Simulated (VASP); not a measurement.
Pd: single point with PBE

Crystal: Pd.

```
Pd
1.0
     0.00000    1.94650    1.94650
     1.94650    0.00000    1.94650
     1.94650    1.94650    0.00000
Pd
1
Direct
  0.00000 0.00000 0.00000
```

* Program: VASP 6.6.1
* Task: single point
* Functional: PBE
* Potentials or basis: VASP PAW PBE potentials, release 64 (Pd)
* Cutoff: 520 eV
* k mesh: 10 × 10 × 10
* Occupations: gaussian, width 0.1 eV
* Spin: no spin polarisation

The pressure is 6.6 GPa and the band gap on the k mesh is zero (band 5 reaches 10.08 eV, above the bottom of band 6 at 8.51 eV).

Levels at points of the mesh, in eV from the Fermi level:
```csv
k point,band 3,band 4,band 5,band 6,band 7,band 8
"(0.00, 0.00, 0.00)",-2.84,-2.84,-1.24,-1.24,17.18,21.96
"(0.50, 0.00, 0.00)",-2.89,-0.03,-0.03,1.00,7.32,16.54
"(0.50, 0.50, 0.00)",-0.06,0.29,0.29,3.34,10.76,13.20
```

Run time: 12 s on 1 thread of Intel Xeon 6975P-C, on a shared host, peak memory 0.13 GiB.
